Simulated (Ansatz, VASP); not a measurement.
## TiO2 in VASP and in Ansatz

```
Ti O
1.0
     4.59984    0.00000    0.00000
     0.00000    4.59984    0.00000
     0.00000    0.00000    2.95921
Ti O
2 4
Direct
  0.50000 0.50000 0.00000
  0.00000 0.00000 0.50000
  0.69568 0.69568 0.50000
  0.80432 0.19568 0.00000
  0.19568 0.80432 0.00000
  0.30432 0.30432 0.50000
```

Alike in both runs: functional PBE; k mesh 7 × 7 × 11; occupations fermi-dirac, width 0.01 eV; no spin polarisation.

Ansatz relaxed the structure, and its values are those at the end. VASP's run is a single point on that final structure, the one shown.

|  | VASP | Ansatz |
| --- | --- | --- |
| version | VASP 6.6.1 | Ansatz 0.2.0 |
| potentials or method | VASP PAW PBE potentials, release 64 (Ti_sv, O) | plane-wave PAW, scalar-relativistic |
| plane-wave cutoff (eV) | 520 | 420 |
| valence electrons in the cell | 48 | 48 |

|  | VASP | Ansatz | Ansatz less VASP |
| --- | --- | --- | --- |
| gap on the k mesh at the Fermi level (eV) | 1.84 | 1.87 | +0.027 |
| pressure (GPa) | 4.9 | 4.2 | -0.68 |
| rms of the force components (eV/Å) | 0.010 | 0.002 | -0.0080 |

With one functional, cell and mesh, what is left measures potentials, basis and numerics. Ansatz's warnings: stress scf threshold loose.
